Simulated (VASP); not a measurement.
Set up this calculation in VASP 6.6.1, as the native input.

```
Task                   : single point
Functional             : r2SCAN
Potentials or basis    : VASP PAW PBE potentials, release 64 (Al, Ga_d, N)
Cutoff                 : 520 eV
k mesh                 : 6 × 6 × 6
Occupations            : gaussian, width 0.05 eV
Spin                   : no spin polarisation
Dipole correction      : no
Further INCAR settings : ALGO = Normal; EDIFF = 1e-06; NBANDS = 41
```

Crystal: AlGa3N4.

```
Al Ga N
1.0
     4.24208    0.00000    0.00000
     0.00000    4.24208    0.00000
     0.00000    0.00000    4.57698
Al Ga N
1 3 4
Direct
  0.00000 0.00000 0.00000
  0.50000 0.50000 0.00000
  0.50000 0.00000 0.50000
  0.00000 0.50000 0.50000
  0.75535 0.75535 0.24465
  0.75535 0.24465 0.75535
  0.24465 0.75535 0.75535
  0.24465 0.24465 0.24465
```

This cell differs from its parent crystal: strain -0.050 along x and y, +0.025 along z.

The input as run:

POSCAR

```
AlGa3N4
1.0
    4.2420772296      0.0000000000      0.0000000000
    0.0000000000      4.2420772296      0.0000000000
    0.0000000000      0.0000000000      4.5769780635
Al Ga N
1 3 4
Direct
    0.0000000000      0.0000000000      0.0000000000
    0.5000000000      0.5000000000      0.0000000000
    0.5000000000      0.0000000000      0.5000000000
    0.0000000000      0.5000000000      0.5000000000
    0.7553510553      0.7553510553      0.2446489447
    0.7553510553      0.2446489447      0.7553510553
    0.2446489447      0.7553510553      0.7553510553
    0.2446489447      0.2446489447      0.2446489447
```

INCAR.step1

```
  PREC = Accurate
  ENCUT = 520
  ISMEAR = 0
  SIGMA = 0.05
  LREAL = False
  LASPH = True
  NELM = 80
  NBANDS = 41
  GGA = PE
  ALGO = Normal
  EDIFF = 1E-4
  LWAVE = True
  LCHARG = False
```

INCAR.step2

```
  PREC = Accurate
  ENCUT = 520
  EDIFF = 1E-6
  ISMEAR = 0
  SIGMA = 0.05
  LREAL = False
  LASPH = True
  NELM = 80
  ALGO = Normal
  ISIF = 2
  LWAVE = False
  LCHARG = False
  METAGGA = R2SCAN
  LMIXTAU = True
  NBANDS = 41
  ISTART = 1
```

KPOINTS

```
regular mesh
0
Gamma
  6 6 6
```

Potentials or basis: VASP PAW PBE potentials, release 64 (Al, Ga_d, N).

The run is started by

```sh
$ cat potpaw_PBE.64/Al/POTCAR potpaw_PBE.64/Ga_d/POTCAR potpaw_PBE.64/N/POTCAR > POTCAR
$ cp INCAR.step1 INCAR
$ mpirun -np 1 vasp_std > vasp.out
$ cp INCAR.step2 INCAR
$ mpirun -np 1 vasp_std > vasp.out
```

Results of the run:

* Pressure: 18.8 GPa
* Largest force: 0.139 eV/Å
* Band gap on the k mesh: 3.23 eV, direct

Caveat: the cell differs from its parent crystal (strain -0.050 along x and y, +0.025 along z); the PAW data sets were made with another functional, which shifts forces and pressure a little.

Run time: 5.1 min on 1 thread of Intel Xeon 6975P-C (shared host), peak memory 0.27 GiB.
